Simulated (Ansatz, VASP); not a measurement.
# WC: VASP beside Ansatz

```
W C
1.0
     2.88428    0.00000    0.00000
    -1.44214    2.49786    0.00000
     0.00000    0.00000    2.81210
W C
1 1
Direct
  0.00000 0.00000 0.00000
  0.66667 0.33333 0.50000
```

Alike in both runs: functional LDA; k mesh 15 × 15 × 12; occupations gaussian, width 0.1 eV; no spin polarisation.

Ansatz relaxed the structure, and its values are those at the end. VASP's run is a single point on that final structure, the one shown.

|  | VASP | Ansatz |
| --- | --- | --- |
| version | VASP 6.6.1 | Ansatz 0.2.0 |
| potentials or method | VASP PAW LDA potentials, release 64 (W_sv, C), cutoff 520 eV | scalar-relativistic, plane waves, PAW |
| valence electrons in the cell | 18 | 18 |

|  | VASP | Ansatz | Ansatz less VASP |
| --- | --- | --- | --- |
| gap on the k mesh at the Fermi level (eV) | none | none | - |
| pressure (GPa) | 2.6 | 0.0 | -2.58 |

Ansatz warns that its potentials were made for another functional, while VASP's fit it. LDA's correlation is that of Perdew and Zunger in VASP and of Perdew and Wang (1992) in Ansatz. A gap of «none» marks a metal or a gap that the smearing closes.

Spin-orbit coupling is off throughout.
